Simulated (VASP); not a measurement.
The system is Al2GaAs3.

```
Al Ga As
1.0
     3.85363    0.00000    0.00000
    -1.92681    3.33734    0.00000
     0.00000    0.00000    9.43942
Al Ga As
2 1 3
Direct
  0.00000 0.00000 0.00000
  0.66667 0.33333 0.33333
  0.33333 0.66667 0.66667
  0.00000 0.00000 0.75000
  0.33333 0.66667 0.41667
  0.66667 0.33333 0.08333
```

* Program: VASP 6.6.1
* Task: relaxation of cell and atoms
* Functional: PBE
* Potentials or basis: VASP PAW PBE potentials, release 64 (Al, Ga_d, As)
* Cutoff: 500 eV
* k mesh: 6 × 6 × 2
* Occupations: gaussian, width 0.1 eV
* Spin: no spin polarisation

At the start: pressure 14.2 GPa; volume 20.23 Å³/atom.

Task: Where does the relaxation end?

Result: Over 5 steps the energy falls by 130.4 meV/atom and the volume is 23.59 Å³/atom (+16.6 %); space group P3m1 (No. 156, to 0.1 Å) before and after.

The path:
```tsv
step	energy change (eV)	largest force (eV/Å)	pressure (GPa)	volume (Å³)
1	0.0000	0.0844	14.20	121.40
2	-0.5409	0.0644	-5.02	155.70
3	-0.7819	0.0623	0.00	141.64
4	-0.7816	0.0622	-0.19	142.07
5	-0.7821	0.0359	0.05	141.52
```

Final structure:
```
CELL_PARAMETERS angstrom
4.05728 0.00000 0.00000
-2.02864 3.51371 0.00000
0.00000 0.00000 9.92696
ATOMIC_POSITIONS crystal
Al 0.00000 0.00000 0.00008
Al 0.66667 0.33333 0.33360
Ga 0.33333 0.66667 0.66653
As 0.00000 0.00000 0.75051
As 0.33333 0.66667 0.41611
As 0.66667 0.33333 0.08317
```

Caveat: the volume moved by over 15 % at a fixed basis, so the end points are rough.
